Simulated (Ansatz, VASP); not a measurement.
# CdSe in VASP and in Ansatz

```
CELL_PARAMETERS angstrom
0.00000 3.07027 2.97816
3.07027 0.00000 2.97816
3.07027 3.07027 0.00000
ATOMIC_POSITIONS crystal
Cd 0.00000 0.00000 0.00000
Se 0.25000 0.25000 0.25000
```

Change from the starting cell: zz strain of -3 %.

Alike in both runs: task single point; functional PBE; k mesh 8 × 8 × 8; occupations fermi-dirac, width 0.03 eV; no spin polarisation.

|  | VASP | Ansatz |
| --- | --- | --- |
| version | VASP 6.6.1 | Ansatz 0.2.0 |
| potentials or method | VASP PAW PBE potentials, release 64 (Cd, Se), cutoff 520 eV | all-electron LAPW, scalar-relativistic |

VASP gave:

* pressure (GPa): 3.2
* traceless stress, the component that is largest in VASP (GPa): 0.27

Question: Estimate Ansatz's values.

Answer: Pressure (GPa): 2.9; traceless stress, the component that is largest in VASP (GPa): 0.27.

Ansatz ran all-electron here, and VASP with PAW potentials.
